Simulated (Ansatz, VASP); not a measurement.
**Bi in VASP and in Ansatz**

```xyz
1
Lattice="-1.7439 2.0378 2.0966 1.7439 -2.0378 2.0966 1.7439 2.0378 -2.0966" Properties=species:S:1:pos:R:3 pbc="T T T"
Bi    0.0000    0.0000    0.0000
```

Change from the starting cell: strain +e along x and -e along y -0.0750, strain +e along z and -e/2 along x and y +0.0700.

Alike in both runs: task single point; functional PBE; dispersion D3(BJ); k mesh 16 × 16 × 16; occupations gaussian, width 0.15 eV; no spin polarisation.

|  | VASP | Ansatz |
| --- | --- | --- |
| version | VASP 6.6.1 | Ansatz 0.2.0 |
| potentials or method | VASP PAW PBE potentials, release 64 (Bi_d), cutoff 520 eV | scalar-relativistic, plane waves, PAW |
| valence electrons in the cell | 15 | 15 |

```csv
,VASP,Ansatz,Ansatz less VASP
gap on the k mesh at the Fermi level (eV),none,none,-
pressure (GPa),1.2,1.2,+0.05
"traceless stress, the component that is largest in VASP (GPa)",-0.49,-0.49,-0.003
```

A gap of «none» marks a metal or a gap that the smearing closes.

Neither program's run includes spin-orbit coupling.
